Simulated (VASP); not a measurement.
Al2O:

```
Al O
1.0
     0.00000    2.76966    3.98375
     2.14630    0.00000    3.98375
     2.14630    2.76966    0.00000
Al O
2 1
Direct
  0.50000 0.50000 0.00000
  0.00000 0.00000 0.50000
  0.00000 0.00000 0.00000
```

The cell was built from a structure type or drawn by symmetry, and may not be a known phase.

- Program: VASP 6.6.1
- Task: relaxation of cell and atoms
- Functional: PBE
- Potentials or basis: VASP PAW PBE potentials, release 64 (Al, O)
- Cutoff: 600 eV
- k mesh: 6 × 6 × 6
- Occupations: gaussian, width 0.1 eV
- Spin: no spin polarisation

At the start: pressure 39.9 GPa; volume 15.79 Å³/atom.

**Question.** How do energy, volume and symmetry change on relaxing?

**Answer.** Over 16 steps the energy falls by 954.5 meV/atom and the volume is 15.43 Å³/atom (-2.3 %); space group Fmmm (No. 69, to 0.1 Å) before and after.

The path:
```
step  energy change (eV)  largest force (eV/Å)  pressure (GPa)  volume (Å³)
   1              0.0000                0.0000           39.88        47.36
   2             -1.0133                0.0000          -12.65        76.89
   3             -2.3209                0.0000           -3.08        60.82
   4             -2.3272                0.0000           -2.24        60.22
   5             -2.3281                0.0000           -1.58        59.80
   6             -2.4341                0.0000           -1.91        58.53
   7             -2.5666                0.0000           -2.40        55.26
   8             -2.6409                0.0000           -2.94        53.68
   9             -2.7917                0.0000           -3.02        48.83
  10             -2.7947                0.0000           -2.45        47.87
  11             -2.8492                0.0000           -0.39        46.44
  12             -2.8589                0.0000            0.94        45.66
  13             -2.8590                0.0000            1.11        45.57
  14             -2.8627                0.0000            0.25        46.05
  15             -2.8631                0.0000           -0.12        46.27
  16             -2.8636                0.0000            0.02        46.28
```

Final structure:
```
CELL_PARAMETERS angstrom
0.00000 3.12805 2.95443
2.50366 0.00000 2.95443
2.50366 3.12805 0.00000
ATOMIC_POSITIONS crystal
Al 0.50000 0.50000 0.00000
Al 0.00000 0.00000 0.50000
O 0.00000 0.00000 0.00000
```
